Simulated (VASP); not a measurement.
# Sb (R-3m) in VASP: settings compared, part 2 of 3

VASP 6.6.1. The steps go on from the part before.

### 3 Single point, pbe exchange, lyp correlation, collinear spin (52.17 Å³/atom)

This run uses another cell than the first one, of 52.17 Å³/atom.

INCAR reads:

```
ALGO = Normal
EDIFF = 1E-6
ENCUT = 500
GGA = LIBXC
GGA_COMPAT = False
ISIF = 2
ISMEAR = -1
ISPIN = 2
LASPH = True
LCHARG = True
LELF = True
LIBXC1 = GGA_X_PBE
LIBXC2 = GGA_C_LYP
LORBIT = 11
LREAL = False
LVHAR = True
LWAVE = False
MAGMOM = 0.5 0.5
NBANDS = 16
NELM = 200
PREC = Accurate
SIGMA = 0.025
```

KPOINTS reads:

```
k-points
0
Gamma
  8 8 8
```

POSCAR reads:

```
Sb
1.0
    2.1301317409      1.2298321340      6.6377293243
   -2.1301317409      1.2298321340      6.6377293243
    0.0000000000     -2.4596642680      6.6377293243
Sb
2
Direct
    0.7927620935      0.7927620935      0.7927620935
    0.2072379065      0.2072379065      0.2072379065
```

Potentials or basis: VASP PAW PBE potentials, release 64 (Sb).

Launch:

```bash
$ cat potpaw_PBE.64/Sb/POTCAR > POTCAR
$ mpirun -np 1 vasp_std > vasp.out
```

OUTCAR:

```text
EDIFF = 1E-6
   ENCUT = 500
   GGA = LIBXC
   ISIF = 2
   ISMEAR = -1
   ISPIN = 2
   LASPH = True
   LORBIT = 11
   LREAL = False
   NELM = 200
   PREC = Accurate

 ion  position               nearest neighbor table
   1  0.793  0.793  0.793-   2 2.94   2 2.94   2 2.94
   2  0.207  0.207  0.207-   1 2.94   1 2.94   1 2.94

  LATTYP: Found a trigonal (rhomboedric) cell.
 ALAT       =     7.0787992551
 COS(alpha) =     0.8188977983

  Lattice vectors:

 A1 = (   2.1301317409,   1.2298321340,   6.6377293243)
 A2 = (  -2.1301317409,   1.2298321340,   6.6377293243)
 A3 = (   0.0000000000,  -2.4596642680,   6.6377293243)

Analysis of symmetry for initial positions (statically):
=====================================================================
 Subroutine PRICEL returns:
 Original cell was already a primitive cell.

 Routine SETGRP: Setting up the symmetry group for a
 trigonal (rhombohedral) supercell.

 Subroutine GETGRP returns: Found 12 space group operations
 (whereof 12 operations were pure point group operations)
 out of a pool of 12 trial point group operations.

The static configuration has the point symmetry D_3d.

Analysis of symmetry for dynamics (positions and initial velocities):
=====================================================================
 Subroutine PRICEL returns:
 Original cell was already a primitive cell.

 Routine SETGRP: Setting up the symmetry group for a
 trigonal (rhombohedral) supercell.

 Subroutine GETGRP returns: Found 12 space group operations
 (whereof 12 operations were pure point group operations)
 out of a pool of 12 trial point group operations.

The dynamic configuration has the point symmetry D_3d.

Analysis of structural, dynamic, and magnetic symmetry:
=====================================================================
 Subroutine PRICEL returns:
 Original cell was already a primitive cell.

 Routine SETGRP: Setting up the symmetry group for a
 trigonal (rhombohedral) supercell.

 Subroutine GETGRP returns: Found 12 space group operations
 (whereof 12 operations were pure point group operations)
 out of a pool of 12 trial point group operations.

The overall configuration has the point symmetry D_3d.

 Subroutine INISYM returns: Found 12 space group operations
 (whereof 12 operations are pure point group operations),
 and found     1 'primitive' translations

----------------------------------------------------------------------------------------

                                     Primitive cell

  volume of cell :     104.3333

  direct lattice vectors                    reciprocal lattice vectors
     2.130131741  1.229832134  6.637729324     0.234727266  0.135519850  0.050217976
    -2.130131741  1.229832134  6.637729324    -0.234727266  0.135519850  0.050217976
     0.000000000 -2.459664268  6.637729324     0.000000000 -0.271039701  0.050217976

  length of vectors
     7.078799255  7.078799255  7.078799255     0.275652615  0.275652615  0.275652615

  position of ions in fractional coordinates (direct lattice)
     0.792762094  0.792762094  0.792762094
     0.207237906  0.207237906  0.207237906

  ion indices of the primitive-cell ions
   primitive index   ion index
[... 68 lines left out ...]
   ISPIN  =      2    spin polarized calculation?
   LNONCOLLINEAR =      F non collinear calculations
   LSORBIT =      F    spin-orbit coupling
   LASPH  =      T    aspherical Exc in radial PAW
   ENCUT  =  500.0 eV  36.75 Ry    6.06 a.u.  12.91 12.91 12.91*2*pi/ulx,y,z
   NELM   =    200;   NELMIN=  2; NELMDL= -5     # of ELM steps
   EDIFF  = 0.1E-05   stopping-criterion for ELM
   LREAL  =      F    real-space projection
   EDIFFG = 0.1E-04   stopping-criterion for IOM
   NSW    =      0    number of steps for IOM
   IBRION =     -1    ionic relax: 0-MD 1-quasi-New 2-CG
   NFREE  =      0    steps in history (QN), initial steepest desc. (CG)
   ISIF   =      2    stress and relaxation
   ISYM   =      2    0-nonsym 1-usesym 2-fastsym
   POTIM  = 0.5000    time-step for ionic-motion
[... 14 lines left out ...]
  Thomas-Fermi vector in A             =   1.845670
   LORBIT       =     11    0 simple, 1 ext, 2 COOP (PROOUT), +10 PAW based schemes
   GGA     = LIBXC    functional components
   LHFCALC =     F    Hartree Fock is set to
   AEXX    =    0.0000 exact exchange contribution
   IVDW    =     0    specifies the selected vdW correction
   LEPSILON=     F    determine dielectric tensor
   LRPA    =     F    only Hartree local field effects (RPA)
 spin polarized calculation
  energy-cutoff  :      500.00
  volume of cell :      104.33
 maximum number of plane-waves:      2670
 NGX is ok and might be reduce to    54
   NGX = 25   NGY = 25   NGZ = 25

 number of electron      10.0000000 magnetization       0.0030992

 number of electron      10.0000000 magnetization      -0.0002857

 Free energy of the ion-electron system (eV)
  ---------------------------------------------------
  ext. energy  EPLUGINS =         0.00000000
  ---------------------------------------------------
  free energy    TOTEN  =        -7.17466013 eV

  energy without entropy =       -7.17466013  energy(sigma->0) =       -7.17466013

 E-fermi :   2.5947     XC(G=0):  -6.4605

 val. band max:        2.1689266900   @ k =   0.5000   0.5000   0.5000
 cond. band min:       2.9995836951   @ k =   0.5000   0.5000   0.5000
 fundamental gap:      0.8306570052
 Fermi energy:         2.5946661421

 spin component 1

 k-point     1 :       0.0000    0.0000    0.0000
  band No.  band energies     occupation
      1      -8.8044      1.00000
      2      -4.0812      1.00000
      3       1.3341      1.00000
      4       1.8760      1.00000
      5       1.8760      1.00000
      6       3.4631      0.00000
[... 435 lines left out ...]
      5       1.6953      1.00000
      6       3.2602      0.00000
[... 8 lines left out ...]
     15      12.9936      0.00000
     16      13.1500      0.00000

 [... further k-points ...]

 spin component 2

 k-point     1 :       0.0000    0.0000    0.0000
  band No.  band energies     occupation
      1      -8.8043      1.00000
      2      -4.0811      1.00000
      3       1.3339      1.00000
      4       1.8760      1.00000
      5       1.8760      1.00000
      6       3.4632      0.00000
[... 435 lines left out ...]
      5       1.6953      1.00000
      6       3.2601      0.00000
[... 8 lines left out ...]
     15      12.9935      0.00000
     16      13.1500      0.00000

 [... further k-points ...]

------------------------ aborting loop because EDIFF is reached ----------------------------------------

  FORCE on cell =-STRESS in cart. coord.  units (eV):
  Direction    XX          YY          ZZ          XY          YZ          ZX
  --------------------------------------------------------------------------------------
  -------------------------------------------------------------------------------------
  Total        0.0531566      0.0531566      0.1329908      0.0000000     -0.0000000      0.0000000
  in kB        0.8162911      0.8162911      2.0422506      0.0000000     -0.0000000      0.0000000
  external PRESSURE =       1.2249442 kB  Pullay stress =       0.0000000 kB

 VOLUME and BASIS-vectors are now :
 -----------------------------------------------------------------------------
  energy-cutoff  :      500.00
  volume of cell :      104.33
      direct lattice vectors                 reciprocal lattice vectors
     2.130131741  1.229832134  6.637729324     0.234727266  0.135519850  0.050217976
    -2.130131741  1.229832134  6.637729324    -0.234727266  0.135519850  0.050217976
     0.000000000 -2.459664268  6.637729324     0.000000000 -0.271039701  0.050217976

 POSITION                                       TOTAL-FORCE (eV/Angst)
 -----------------------------------------------------------------------------------
      0.00000      0.00000     15.78642         0.000000     -0.000000     -0.081729
      0.00000      0.00000      4.12677         0.000000      0.000000      0.081729
 -----------------------------------------------------------------------------------
    total drift:                               -0.000000     -0.000000      0.000000

  FREE ENERGIE OF THE ION-ELECTRON SYSTEM (eV)
  ---------------------------------------------------
  free  energy   TOTEN  =        -7.1746601265 eV

  energy  without entropy=       -7.1746601262  energy(sigma->0) =       -7.17466013

 total charge

# of ion       s       p       d       tot
------------------------------------------
    1        1.228   1.152   0.022   2.402
    2        1.228   1.152   0.022   2.402
--------------------------------------------------
tot          2.456   2.305   0.043   4.804

 magnetization (x)

# of ion       s       p       d       tot
------------------------------------------
    1        0.000   0.000  -0.000   0.000
    2        0.000   0.000  -0.000   0.000
--------------------------------------------------
tot          0.000   0.000  -0.000   0.000
```

OSZICAR:

```text
N       E                     dE             d eps       ncg     rms          rms(c)
DAV:   1     0.353811378675E+02    0.35381E+02   -0.29410E+03  4160   0.422E+02
DAV:   2    -0.472536468232E+01   -0.40107E+02   -0.37744E+02  5704   0.792E+01
DAV:   3    -0.711432152990E+01   -0.23890E+01   -0.23824E+01  5272   0.213E+01
DAV:   4    -0.714917921926E+01   -0.34858E-01   -0.34856E-01  5232   0.304E+00
DAV:   5    -0.715025599264E+01   -0.10768E-02   -0.10768E-02  6032   0.558E-01    0.294E+00
DAV:   6    -0.717800013641E+01   -0.27744E-01   -0.34640E-02  4696   0.788E-01    0.162E+00
DAV:   7    -0.717737598458E+01    0.62415E-03   -0.34990E-02  4840   0.816E-01    0.731E-01
DAV:   8    -0.717452468921E+01    0.28513E-02   -0.72188E-03  4592   0.410E-01    0.259E-01
DAV:   9    -0.717462353096E+01   -0.98842E-04   -0.10568E-03  5024   0.160E-01    0.917E-02
DAV:  10    -0.717467843085E+01   -0.54900E-04   -0.19654E-04  4880   0.717E-02    0.355E-02
DAV:  11    -0.717466183352E+01    0.16597E-04   -0.51241E-05  4728   0.353E-02    0.167E-02
DAV:  12    -0.717465998908E+01    0.18444E-05   -0.11124E-05  5072   0.189E-02    0.590E-03
DAV:  13    -0.717466012654E+01   -0.13746E-06   -0.25908E-06  4616   0.884E-03
   1 F= -.71746601E+01 E0= -.71746601E+01  d E =-.327306E-09  mag=     0.0000
```

stdout:

```text
POSCAR found type information on POSCAR Sb
 POSCAR found :  1 types and       2 ions
 scaLAPACK will be used
 -----------------------------------------------------------------------------
|                                                                             |
|                                                                             |
|     You enforced a specific xc type in the INCAR file but a different       |
|     I HOPE YOU KNOW WHAT YOU ARE DOING!                                     |
|                                                                             |
 -----------------------------------------------------------------------------

 LDA part: xc-table for (None,None), standard interpolation
 POSCAR, INCAR and KPOINTS ok, starting setup
 FFT: planning ... GRIDC
 FFT: planning ... GRID_SOFT
 FFT: planning ... GRID
 WAVECAR not read
 entering main loop
```

It took 5 min on 1 thread of AMD EPYC 9R45 (Zen 5), shared host; peak memory 0.55 GiB.

What came out:

```
Free energy                                           : -7.1747 eV
Pressure                                              : 0.1 GPa
Largest force                                         : 0.082 eV/Å
Band gap on the k mesh                                : 0.83 eV
Net moment                                            : 0.00 μB per cell
Valence electrons inside the program's atomic spheres : Sb 2.40
```

Forces in eV/Å, atoms in the order of the input:
```
Sb   0.000  0.000 -0.082
Sb   0.000  0.000  0.082
```

Caveat: the PAW data sets were made with another functional, which shifts forces and pressure a little; spin-orbit coupling is left out, which moves the levels of the heavy elements.

(Continued in part 3 of 3.)
